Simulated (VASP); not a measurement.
# Hf2TeW2S (P4/mmm) in VASP: single point with PBE

Aim: the single point of Hf2TeW2S with PBE.

All numbers are computed with VASP 6.6.1; they aren't measurements. Logs are shortened: lines on timing, memory, paths and dates and some standing lists are left out, and cuts for length are marked.

### Step 1. The cell of the first run

The structure is tetragonal, space group P4/mmm (No. 123). The conventional cell has a = 4.170 Å, b = 4.170 Å, c = 7.558 Å, α = 90.00°, β = 90.00°, γ = 90.00°. Hf (site symmetry 4mm) has 4 W at 2.78 Å and 4 Te at 3.47 Å and 4 S at 3.53 Å and 1 Hf at 3.67 Å within 3.7 Å. Te (site symmetry 4/mmm) has 4 W at 2.09 Å within 2.8 Å. W (site symmetry mmm) has 2 Te at 2.09 Å and 4 Hf at 2.78 Å within 2.8 Å. Within 4.6 Å of S (site symmetry 4/mmm) lie 8 Hf at 3.53 Å and 2 Te at 3.78 Å and 4 S at 4.17 Å and 8 W at 4.32 Å.

### Step 2. Single point, PBE

INCAR reads:

```
SYSTEM = Hf2TeW2S
ALGO     = Normal         ! electronic algorithm
EDIFF    = 1E-7           ! SCF threshold, eV
ENCUT    = 520            ! plane-wave cutoff, eV
GGA      = PE             ! functional
ISIF     = 2              ! what is computed and relaxed
ISMEAR   = 0              ! smearing method
LASPH    = .TRUE.         ! aspherical terms in the spheres
LCHARG   = .FALSE.        ! write CHGCAR
LREAL    = .FALSE.        ! projectors in reciprocal space
LWAVE    = .FALSE.        ! write WAVECAR
NBANDS   = 39             ! bands
NELM     = 100            ! most SCF steps
PREC     = Accurate       ! precision mode
SIGMA    = 0.1            ! smearing width, eV
```

KPOINTS reads:

```
k-points
0
G
  4 4 2
  0 0 0
```

POSCAR reads:

```
Hf2TeW2S
1.0
    4.1700630300      0.0000000000      0.0000000000
    0.0000000000      4.1700630300      0.0000000000
    0.0000000000      0.0000000000      7.5578628900
Hf Te W S
2 1 2 1
Direct
    0.0000000000      0.0000000000      0.2430049900
    0.0000000000      0.0000000000      0.7569950100
    0.5000000000      0.5000000000      0.0000000000
    0.0000000000      0.5000000000      0.0000000000
    0.5000000000      0.0000000000      0.0000000000
    0.5000000000      0.5000000000      0.5000000000
```

Potentials or basis: VASP PAW PBE potentials, release 64 (Hf_pv, Te, W_sv, S).

On the command line:

```bash
$ cat potpaw_PBE.64/Hf_pv/POTCAR potpaw_PBE.64/Te/POTCAR potpaw_PBE.64/W_sv/POTCAR potpaw_PBE.64/S/POTCAR > POTCAR
$ mpirun -np 1 vasp_std > vasp.out
```

OUTCAR:

```text
SYSTEM = Hf2TeW2S
   EDIFF = 1E-7
   ENCUT = 520
   GGA = PE
   ISIF = 2
   ISMEAR = 0
   LASPH = .TRUE.
   LREAL = .FALSE.
   NELM = 100
   PREC = Accurate

 ion  position               nearest neighbor table
   1  0.000  0.000  0.243-   4 2.78   5 2.78   4 2.78   5 2.78   3 3.47   3 3.47   3 3.47   3 3.47
                             2 3.67
   2  0.000  0.000  0.757-   4 2.78   5 2.78   4 2.78   5 2.78   3 3.47   3 3.47   3 3.47   3 3.47
                             1 3.67
   3  0.500  0.500  0.000-   4 2.09   5 2.09   5 2.09   4 2.09   1 3.47   2 3.47   1 3.47   1 3.47
                             2 3.47   2 3.47   1 3.47   2 3.47
   4  0.000  0.500  0.000-   3 2.09   3 2.09   1 2.78   1 2.78   2 2.78   2 2.78   5 2.95   5 2.95
                             5 2.95   5 2.95
   5  0.500  0.000  0.000-   3 2.09   3 2.09   1 2.78   2 2.78   1 2.78   2 2.78   4 2.95   4 2.95
                             4 2.95   4 2.95
   6  0.500  0.500  0.500-

  LATTYP: Found a simple tetragonal cell.
 ALAT       =     4.1700630300
 C/A-ratio  =     1.8124097491

  Lattice vectors:

 A1 = (   4.1700630300,   0.0000000000,   0.0000000000)
 A2 = (   0.0000000000,   4.1700630300,   0.0000000000)
 A3 = (   0.0000000000,   0.0000000000,   7.5578628900)

Analysis of symmetry for initial positions (statically):
=====================================================================
 Subroutine PRICEL returns:
 Original cell was already a primitive cell.

 Routine SETGRP: Setting up the symmetry group for a
 simple tetragonal supercell.

 Subroutine GETGRP returns: Found 16 space group operations
 (whereof 16 operations were pure point group operations)
 out of a pool of 16 trial point group operations.

The static configuration has the point symmetry D_4h.

Analysis of symmetry for dynamics (positions and initial velocities):
=====================================================================
 Subroutine PRICEL returns:
 Original cell was already a primitive cell.

 Routine SETGRP: Setting up the symmetry group for a
 simple tetragonal supercell.

 Subroutine GETGRP returns: Found 16 space group operations
 (whereof 16 operations were pure point group operations)
 out of a pool of 16 trial point group operations.

The dynamic configuration has the point symmetry D_4h.

 Subroutine INISYM returns: Found 16 space group operations
 (whereof 16 operations are pure point group operations),
 and found     1 'primitive' translations

----------------------------------------------------------------------------------------
[... 93 lines left out ...]
   NFREE  =      0    steps in history (QN), initial steepest desc. (CG)
   ISIF   =      2    stress and relaxation
   ISYM   =      2    0-nonsym 1-usesym 2-fastsym
   POTIM  = 0.5000    time-step for ionic-motion
   TEBEG  =    0.0;   TEEND  =   0.0 temperature during run
   PSTRESS=    0.0 pullay stress
   NELECT =      60.0000    total number of electrons
   NUPDOWN=      -1.0000    fix difference up-down
   EMIN   =  10.00;   EMAX   =-10.00  energy-range for DOS
   EFERMI =   0.00;   METHOD = LEGACY
   ISMEAR =     0;   SIGMA  =   0.10  broadening in eV -4-tet -1-fermi 0-gaus
   EFERMI_NEDOS =   21; number of points for ismear=-14 and -15
   IALGO  =     38    algorithm
   IMIX   =      4    mixing-type and parameters
     AMIX     =   0.40;   BMIX     =  1.00
     AMIX_MAG =   1.60;   BMIX_MAG =  1.00
  volume/ion in A,a.u.               =      21.90       147.82
  Fermi-wavevector in a.u.,A,eV,Ry     =   1.260561  2.382115 21.619845  1.589014
  Thomas-Fermi vector in A             =   2.394064
   LORBIT       =      0    0 simple, 1 ext, 2 COOP (PROOUT), +10 PAW based schemes
   GGA     = PE    functional components
   LHFCALC =     F    Hartree Fock is set to
   AEXX    =    0.0000 exact exchange contribution
   IVDW    =     0    specifies the selected vdW correction
   LEPSILON=     F    determine dielectric tensor
   LRPA    =     F    only Hartree local field effects (RPA)
 non-spin polarized calculation
 Gauss-broadening in eV      SIGMA  =   0.10
  energy-cutoff  :      520.00
  volume of cell :      131.43
 maximum number of plane-waves:      3568
 NGX is ok and might be reduce to    32
   NGX = 15   NGY = 15   NGZ = 29

 number of electron      60.0000009 magnetization

 Free energy of the ion-electron system (eV)
  ---------------------------------------------------
  ext. energy  EPLUGINS =         0.00000000
  ---------------------------------------------------
  free energy    TOTEN  =       -35.14585508 eV

  energy without entropy =      -35.12430684  energy(sigma->0) =      -35.13508096

 E-fermi :   6.4085     XC(G=0): -10.7382

 val. band max:        6.3992811510   @ k =   0.0000   0.0000   0.5000
 cond. band min:       6.4393124078   @ k =   0.5000   0.5000   0.5000
 fundamental gap:      0.0400312568
 Fermi energy:         6.4084599032

 k-point     1 :       0.0000    0.0000    0.0000
  band No.  band energies     occupation
      1     -66.4625      2.00000
      2     -66.3715      2.00000
      3     -32.3050      2.00000
      4     -32.3050      2.00000
      5     -30.7272      2.00000
      6     -30.6754      2.00000
[... 493 lines left out ...]
     38       8.9566      0.00000
     39       9.0066      0.00000

------------------------ aborting loop because EDIFF is reached ----------------------------------------

  FORCE on cell =-STRESS in cart. coord.  units (eV):
  Direction    XX          YY          ZZ          XY          YZ          ZX
  --------------------------------------------------------------------------------------
  -------------------------------------------------------------------------------------
  Total       69.9942879     69.9942879     -0.0665141      0.0000000      0.0000000      0.0000000
  in kB      853.2748287    853.2748287     -0.8108492      0.0000000      0.0000000      0.0000000
  external PRESSURE =     568.5796027 kB  Pullay stress =       0.0000000 kB

 VOLUME and BASIS-vectors are now :
 -----------------------------------------------------------------------------
  energy-cutoff  :      520.00
  volume of cell :      131.43
      direct lattice vectors                 reciprocal lattice vectors
     4.170063030  0.000000000  0.000000000     0.239804529  0.000000000  0.000000000
     0.000000000  4.170063030  0.000000000     0.000000000  0.239804529  0.000000000
     0.000000000  0.000000000  7.557862890     0.000000000  0.000000000  0.132312535

 POSITION                                       TOTAL-FORCE (eV/Angst)
 -----------------------------------------------------------------------------------
      0.00000      0.00000      1.83660        -0.000000      0.000000      1.644624
      0.00000      0.00000      5.72126         0.000000     -0.000000     -1.644624
      2.08503      2.08503      0.00000         0.000000     -0.000000      0.000000
      0.00000      2.08503      0.00000         0.000000     -0.000000      0.000000
      2.08503      0.00000      0.00000         0.000000     -0.000000      0.000000
      2.08503      2.08503      3.77893         0.000000     -0.000000      0.000000
 -----------------------------------------------------------------------------------
    total drift:                                0.000000      0.000000     -0.000000

  FREE ENERGIE OF THE ION-ELECTRON SYSTEM (eV)
  ---------------------------------------------------
  free  energy   TOTEN  =       -35.1458550774 eV

  energy  without entropy=      -35.1243068367  energy(sigma->0) =      -35.13508096
```

It took 55 s on 1 thread of Intel Xeon Platinum 8375C at 2.90GHz (Ice Lake), shared host; peak memory 0.26 GiB.

What came out:

```
Free energy            : -35.1459 eV
Pressure               : 56.9 GPa
Largest force          : 1.645 eV/Å
Band gap on the k mesh : zero (band 30 reaches 6.77 eV, above the bottom of band 31 at 6.07 eV)
```

Forces on the atoms (eV/Å):
```
Hf   0.000  0.000  1.645
Hf   0.000  0.000 -1.645
Te   0.000  0.000  0.000
W    0.000  0.000  0.000
W    0.000  0.000  0.000
S    0.000  0.000  0.000
```

Caveat: the k points lie up to 0.42 Å⁻¹ apart; spin-orbit coupling is left out, which moves the levels of the heavy elements; forces of over 1 eV/Å act on the atoms, so gaps and moduli don't describe the material at rest.
